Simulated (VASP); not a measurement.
# ZnSnN2 (P4/mmm) in VASP: notebook, part 2 of 2

VASP 6.6.1.

## (3) Relaxation of cell and atoms, PBE

This run uses another cell than the first one, of 8.45 Å³/atom, 0.733 times its volume.

INCAR

```
SYSTEM = ZnSnN2
PREC     = Accurate       ! precision mode
ENCUT    = 600            ! plane-wave cutoff, eV
EDIFF    = 1E-7           ! SCF threshold, eV
ISMEAR   = -1             ! smearing method
SIGMA    = 0.02           ! smearing width, eV
LREAL    = .FALSE.        ! projectors in reciprocal space
LASPH    = .TRUE.         ! aspherical terms in the spheres
NELM     = 100            ! most SCF steps
ALGO     = Normal         ! electronic algorithm
ISIF     = 3              ! what is computed and relaxed
LWAVE    = .FALSE.        ! write WAVECAR
LCHARG   = .FALSE.        ! write CHGCAR
GGA      = PE             ! functional
IBRION   = 2              ! ionic algorithm
NSW      = 80             ! ionic steps
EDIFFG   = -0.005         ! ionic threshold
```

KPOINTS

```
Automatic mesh
0
G
  8 8 6
  0 0 0
```

POSCAR

```
ZnSnN2
1.0
    2.8809220251      0.0000000000      0.0000000000
    0.0000000000      2.8809220251      0.0000000000
    0.0000000000      0.0000000000      4.0742390000
Zn N Sn
1 2 1
Direct
    0.0000000000      0.0000000000      0.0000000000
    0.0000000000      0.0000000000      0.5000000000
    0.5000000000      0.5000000000      0.0000000000
    0.5000000000      0.5000000000      0.5000000000
```

Potentials or basis: VASP PAW PBE potentials, release 64 (Zn, N, Sn_d).

Launch:

```sh
$ cat potpaw_PBE.64/Zn/POTCAR potpaw_PBE.64/N/POTCAR potpaw_PBE.64/Sn_d/POTCAR > POTCAR
$ mpirun -np 1 vasp_std > vasp.out
```

OUTCAR:

```text
SYSTEM = ZnSnN2
   PREC = Accurate
   ENCUT = 600
   EDIFF = 1E-7
   ISMEAR = -1
   LREAL = .FALSE.
   LASPH = .TRUE.
   NELM = 100
   ISIF = 3
   GGA = PE
   IBRION = 2
   NSW = 80
   EDIFFG = -0.005

 ion  position               nearest neighbor table
   1  0.000  0.000  0.000-   2 2.04   2 2.04   3 2.04   3 2.04   3 2.04   3 2.04   4 2.88   4 2.88
                             4 2.88   4 2.88   4 2.88   4 2.88   4 2.88   4 2.88
   2  0.000  0.000  0.500-   1 2.04   1 2.04   4 2.04   4 2.04   4 2.04   4 2.04
   3  0.500  0.500  0.000-   4 2.04   4 2.04   1 2.04   1 2.04   1 2.04   1 2.04
   4  0.500  0.500  0.500-   3 2.04   3 2.04   2 2.04   2 2.04   2 2.04   2 2.04   1 2.88   1 2.88
                             1 2.88   1 2.88   1 2.88   1 2.88   1 2.88   1 2.88

  LATTYP: Found a simple tetragonal cell.
 ALAT       =     2.8809220251
 C/A-ratio  =     1.4142135624

  Lattice vectors:

 A1 = (   2.8809220251,   0.0000000000,   0.0000000000)
 A2 = (   0.0000000000,   2.8809220251,   0.0000000000)
 A3 = (   0.0000000000,   0.0000000000,   4.0742390000)

Analysis of symmetry for initial positions (statically):
=====================================================================
 Subroutine PRICEL returns:
 Original cell was already a primitive cell.

 Routine SETGRP: Setting up the symmetry group for a
 simple tetragonal supercell.

 Subroutine GETGRP returns: Found 16 space group operations
 (whereof 16 operations were pure point group operations)
 out of a pool of 16 trial point group operations.

The static configuration has the point symmetry D_4h.

Analysis of symmetry for dynamics (positions and initial velocities):
=====================================================================
 Subroutine PRICEL returns:
 Original cell was already a primitive cell.

 Routine SETGRP: Setting up the symmetry group for a
 simple tetragonal supercell.

 Subroutine GETGRP returns: Found 16 space group operations
 (whereof 16 operations were pure point group operations)
 out of a pool of 16 trial point group operations.

The dynamic configuration has the point symmetry D_4h.

 Subroutine INISYM returns: Found 16 space group operations
 (whereof 16 operations are pure point group operations),
 and found     1 'primitive' translations
[... 106 lines left out ...]
   ISYM   =      2    0-nonsym 1-usesym 2-fastsym
   POTIM  = 0.5000    time-step for ionic-motion
   TEBEG  =    0.0;   TEEND  =   0.0 temperature during run
   PSTRESS=    0.0 pullay stress
   NELECT =      36.0000    total number of electrons
   NUPDOWN=      -1.0000    fix difference up-down
   EMIN   =  10.00;   EMAX   =-10.00  energy-range for DOS
   EFERMI =   0.00;   METHOD = LEGACY
   ISMEAR =    -1;   SIGMA  =   0.02  broadening in eV -4-tet -1-fermi 0-gaus
   EFERMI_NEDOS =   21; number of points for ismear=-14 and -15
   IALGO  =     38    algorithm
   IMIX   =      4    mixing-type and parameters
     AMIX     =   0.40;   BMIX     =  1.00
     AMIX_MAG =   1.60;   BMIX_MAG =  1.00
  volume/ion in A,a.u.               =       8.45        57.05
  Fermi-wavevector in a.u.,A,eV,Ry     =   1.671626  3.158915 38.019223  2.794334
  Thomas-Fermi vector in A             =   2.756916
   LORBIT       =      0    0 simple, 1 ext, 2 COOP (PROOUT), +10 PAW based schemes
   GGA     = PE    functional components
   LHFCALC =     F    Hartree Fock is set to
   AEXX    =    0.0000 exact exchange contribution
   IVDW    =     0    specifies the selected vdW correction
   LEPSILON=     F    determine dielectric tensor
   LRPA    =     F    only Hartree local field effects (RPA)
 conjugate gradient relaxation of ions
 non-spin polarized calculation
  energy-cutoff  :      600.00
  volume of cell :       33.82
 maximum number of plane-waves:      1176
 NGX is ok and might be reduce to    24
   NGX = 11   NGY = 11   NGZ = 17

--------------------------------------- Ionic step        1  -------------------------------------------

 number of electron      35.9999995 magnetization

 Free energy of the ion-electron system (eV)
  ---------------------------------------------------
  ext. energy  EPLUGINS =         0.00000000
  ---------------------------------------------------
  free energy    TOTEN  =       -16.92120311 eV

  energy without entropy =      -16.92113764  energy(sigma->0) =      -16.92117038

 E-fermi :  13.0211     XC(G=0): -13.9673

 val. band max:       12.9214364945   @ k =   0.5000   0.3750   0.0000
 cond. band min:      13.1065935948   @ k =   0.5000   0.0000   0.3333
 fundamental gap:      0.1851571003
 Fermi energy:        13.0211213939
[... 1316 lines left out ...]
  FREE ENERGIE OF THE ION-ELECTRON SYSTEM (eV)
  ---------------------------------------------------
  free  energy   TOTEN  =       -19.9901998570 eV

  energy  without entropy=      -19.9873799647  energy(sigma->0) =      -19.98878991

[... ionic steps 4 to 8 ...]

--------------------------------------- Ionic step        9  -------------------------------------------

 number of electron      36.0000019 magnetization

------------------------ aborting loop because EDIFF is reached ----------------------------------------
[... 71 lines left out ...]
--------------------------------------- Ionic step       11  -------------------------------------------

 number of electron      36.0000018 magnetization

 Free energy of the ion-electron system (eV)
  ---------------------------------------------------
  ext. energy  EPLUGINS =         0.00000000
  ---------------------------------------------------
  free energy    TOTEN  =       -20.01344160 eV

  energy without entropy =      -20.01146674  energy(sigma->0) =      -20.01245417

 E-fermi :   7.6774     XC(G=0): -12.1959

 val. band max:        7.6723641270   @ k =   0.2500   0.1250   0.5000
 cond. band min:       7.6896427547   @ k =   0.2500   0.2500   0.5000
 fundamental gap:      0.0172786277
 Fermi energy:         7.6773657256
[... 631 lines left out ...]
  FREE ENERGIE OF THE ION-ELECTRON SYSTEM (eV)
  ---------------------------------------------------
  free  energy   TOTEN  =       -20.0134416037 eV

  energy  without entropy=      -20.0114667410  energy(sigma->0) =      -20.01245417

 reached required accuracy - stopping structural energy minimisation
```

OSZICAR:

```text
N       E                     dE             d eps       ncg     rms          rms(c)
DAV:   1     0.327929268534E+03    0.32793E+03   -0.20967E+04  2800   0.318E+03
DAV:   2     0.157137920303E+02   -0.31222E+03   -0.30312E+03  2694   0.571E+02
DAV:   3    -0.202804724612E+02   -0.35994E+02   -0.35653E+02  3020   0.183E+02
DAV:   4    -0.215670935963E+02   -0.12866E+01   -0.12809E+01  3144   0.354E+01
[... 121 lines left out ...]
DAV:   2    -0.200134564426E+02    0.27048E-04   -0.84441E-05  3678   0.109E-01    0.234E-02
DAV:   3    -0.200134457698E+02    0.10673E-04   -0.18189E-05  3638   0.424E-02    0.120E-02
DAV:   4    -0.200134414621E+02    0.43078E-05   -0.85340E-06  3580   0.380E-02    0.187E-03
DAV:   5    -0.200134416033E+02   -0.14125E-06   -0.14890E-06  2850   0.106E-02    0.119E-03
DAV:   6    -0.200134416037E+02   -0.43110E-09   -0.36828E-08  1596   0.195E-03
  11 F= -.20013442E+02 E0= -.20012454E+02  d E =-.754114E-05
```

CONTCAR:

```text
ZnSnN2
   1.00000000000000
     3.2408332246920750   -0.0000000000000000   -0.0000000000000000
    -0.0000000000000000    3.2408332246920750    0.0000000000000000
    -0.0000000000000000    0.0000000000000000    4.3976798187007056
  Zn              N               Sn
     1     2     1
Direct
     0.0000000000000000    0.0000000000000000    0.0000000000000000
     0.0000000000000000    1.0000000000000000    0.5000000000000000
     0.5000000000000000    0.5000000000000000    0.0000000000000000
     0.5000000000000000    0.5000000000000000    0.5000000000000000

  0.00000000E+00  0.00000000E+00  0.00000000E+00
  0.00000000E+00  0.00000000E+00  0.00000000E+00
  0.00000000E+00  0.00000000E+00  0.00000000E+00
  0.00000000E+00  0.00000000E+00  0.00000000E+00
```

Run time: 4.8 min. Hardware: 1 thread of Intel Xeon Platinum 8375C at 2.90GHz (Ice Lake), shared host; peak memory 0.2 GiB.

Results:

| Quantity | Value |
| --- | --- |
| Free energy | -20.0134 eV |
| Relaxed volume | 11.55 Å³/atom |
| Relaxed cell | a = 3.241 Å, b = 3.241 Å, c = 4.398 Å, α = 90.00°, β = 90.00°, γ = 90.00° |
| Space group after relaxing (to 0.05 Å) | P4/mmm (No. 123) |
| Energy gained by relaxing | 773.1 meV/atom |
| Ionic steps | 11 |
| Pressure after relaxing | 0.0 GPa |
| Band gap on the k mesh | zero (band 18 reaches 7.91 eV, above the bottom of band 19 at 5.43 eV) |

Step by step:
```csv
step,energy change (eV),largest force (eV/Å),pressure (GPa),volume (Å³)
1,0.0000,0.0000,107.18,33.82
2,-0.1016,0.0000,-28.77,69.70
3,-3.0690,0.0000,-4.00,47.37
4,-3.0818,0.0000,-1.77,46.64
5,-3.0845,0.0000,0.00,46.13
6,-3.0887,0.0000,0.14,46.10
7,-3.0920,0.0000,0.55,46.03
8,-3.0920,0.0000,-0.57,46.34
9,-3.0922,0.0000,-0.01,46.19
10,-3.0922,0.0000,-0.03,46.19
11,-3.0922,0.0000,-0.01,46.19
```

Final structure:
```
Zn N Sn
1.0
     3.24083    0.00000    0.00000
     0.00000    3.24083    0.00000
     0.00000    0.00000    4.39768
Zn N Sn
1 2 1
Direct
  0.00000 0.00000 0.00000
  0.00000 0.00000 0.50000
  0.50000 0.50000 0.00000
  0.50000 0.50000 0.50000
```

Caveat: the volume moved by over 15 % at a fixed basis, so the end points are rough; spin-orbit coupling is left out, which moves the levels of the heavy elements.

## (4) Single point, r2SCAN

This run uses another cell than the first one, of 11.09 Å³/atom, 0.961 times its volume.

POSCAR

```
ZnSnN2
1.0
    3.2065607358      0.0000000000      0.0000000000
    0.0000000000      3.2065607358      0.0000000000
    0.0000000000      0.0000000000      4.3142271153
Zn N Sn
1 2 1
Direct
    0.0000000000      0.0000000000      0.0000000000
    0.0000000000      0.0000000000      0.5000000000
    0.5000000000      0.5000000000      0.0000000000
    0.5000000000      0.5000000000      0.5000000000
```

INCAR.step1

```
SYSTEM = ZnSnN2
ALGO = Normal
EDIFF = 1E-4
ENCUT = 520
GGA = PE
ISMEAR = -1
LASPH = .TRUE.
LCHARG = .FALSE.
LREAL = .FALSE.
LWAVE = .TRUE.
NBANDS = 26
NELM = 100
PREC = Accurate
SIGMA = 0.02
```

INCAR.step2

```
SYSTEM = ZnSnN2
ALGO = Normal
EDIFF = 1E-7
ENCUT = 520
ISIF = 2
ISMEAR = -1
ISTART = 1
LASPH = .TRUE.
LCHARG = .FALSE.
LMIXTAU = .TRUE.
LREAL = .FALSE.
LWAVE = .FALSE.
METAGGA = R2SCAN
NBANDS = 26
NELM = 100
PREC = Accurate
SIGMA = 0.02
```

KPOINTS

```
k-points
0
G
  8 8 6
  0 0 0
```

Launch:

```sh
$ cat potpaw_PBE.64/Zn/POTCAR potpaw_PBE.64/N/POTCAR potpaw_PBE.64/Sn_d/POTCAR > POTCAR
$ cp INCAR.step1 INCAR
$ mpirun -np 1 vasp_std > vasp.out
$ cp INCAR.step2 INCAR
$ mpirun -np 1 vasp_std > vasp.out
```

Run time: 1.9 min. Hardware: 1 thread of Intel Xeon Platinum 8375C at 2.90GHz (Ice Lake), shared host; peak memory 0.2 GiB.

It converged, with:

```yaml
Free_energy: -50.9786 eV
Pressure: 0.9 GPa
Band_gap_on_the_k_mesh: zero (band 18 reaches 8.28 eV, above the bottom of band 19 at 6.39 eV)
```

Stress tensor (GPa, compression positive):
```
0.77 0.00 0.00
0.00 0.77 0.00
0.00 0.00 1.04
```

Levels at points of the mesh, in eV from the Fermi level:
```
           k point  band 16  band 17  band 18  band 19  band 20  band 21
(0.00, 0.00, 0.00)    -1.81    -1.41    -1.06    -1.06     2.40     7.08
(0.50, 0.00, 0.00)    -3.90    -2.09    -0.20     4.11     4.74     7.30
(0.50, 0.50, 0.00)    -3.48    -2.91    -2.91    -1.73     2.94     7.99
(0.00, 0.00, 0.50)    -3.23    -1.51    -1.51     3.22     5.60     7.87
(0.50, 0.00, 0.50)    -1.25     0.11     0.15     2.58     4.07     6.66
(0.50, 0.50, 0.50)    -4.17    -4.17    -3.28     3.87     6.50     8.31
```

Caveat: the PAW data sets were made with another functional, which shifts forces and pressure a little; spin-orbit coupling is left out, which moves the levels of the heavy elements.

## (5) Overview

| task | level | cell | cutoff (eV) | gap on the mesh (eV) | pressure (GPa) |
| --- | --- | --- | --- | --- | --- |
| single point | PBE | a = 3.243, b = 3.243, c = 4.387 Å, 4 atoms | 520 | none | 0.4 |
| relaxation of cell and atoms | PBE | relaxed from a = 2.881, b = 2.881, c = 4.074 Å, 4 atoms | 600 | none | 0.0 |
| single point | r2SCAN | a = 3.207, b = 3.207, c = 4.314 Å, 4 atoms | 520 | none | 0.9 |

Alike in all rows: potentials or basis VASP PAW PBE potentials, release 64 (Zn, N, Sn_d); no spin polarisation; k mesh 8 × 8 × 6; smearing fermi-dirac 0.02 eV.

Caveats: spin-orbit coupling is left out, which moves the levels of the heavy elements; the volume moved by over 15 % at a fixed basis, so the end points are rough (some runs); the PAW data sets were made with another functional, which shifts forces and pressure a little (some runs).

Absolute energies hang on the potentials; compare differences alone.
